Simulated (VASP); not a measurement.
Write the native input for VASP 6.6.1 that does the following.

```yaml
Task: single point
Functional: PBE
Potentials_or_basis: VASP PAW PBE potentials, release 64 (Sn_d, Se)
Cutoff: 520 eV
k_mesh: 12 × 12 × 4
Occupations: gaussian, width 0.02 eV
Spin: no spin polarisation
Dipole_correction: no
Further_INCAR_settings: ALGO = Normal; EDIFF = 1e-06; NBANDS = 20
```

The structure of SnSe2 lies in POSCAR:

```
SnSe2
1.0
    3.8716723114      0.0000000000      0.0000000000
   -1.9358361557      3.3529665769      0.0000000000
    0.0000000000      0.0000000000      6.9711010426
Sn Se
1 2
Direct
    0.0000000000      0.0000000000      0.0000000000
    0.6666666667      0.3333333333      0.7712614528
    0.3333333333      0.6666666667      0.2287385472
```

One way to write it, as run:

INCAR

```
SYSTEM = SnSe2
ALGO = Normal ; EDIFF = 1E-6
ENCUT = 520 ; GGA = PE
ISIF = 2 ; ISMEAR = 0
LASPH = .True. ; LCHARG = .True.
LELF = .True. ; LREAL = .False.
LVHAR = .True. ; LWAVE = .False.
NBANDS = 20 ; NELM = 100
PREC = Accurate ; SIGMA = 0.02
```

KPOINTS

```
k-points
0
Gamma
  12 12 4
  0 0 0
```

Potentials or basis: VASP PAW PBE potentials, release 64 (Sn_d, Se).

Launch:

```console
$ cat potpaw_PBE.64/Sn_d/POTCAR potpaw_PBE.64/Se/POTCAR > POTCAR
$ mpirun -np 1 vasp_std > vasp.out
```

It gave:

```json
{
 "Pressure": "0.1 GPa",
 "Largest force": "0.013 eV/Å",
 "Band gap on the k mesh": "0.70 eV (least direct gap 1.08 eV)"
}
```

Caveat: spin-orbit coupling is left out, which moves the levels of the heavy elements; this functional lacks dispersion, which binds the layers, so the pressure and a relaxed spacing across them are unreliable.

It took 2.5 min on 1 thread of AMD EPYC 7R43 64-Core Processor (Zen 3), on a shared host, peak memory 0.24 GiB.
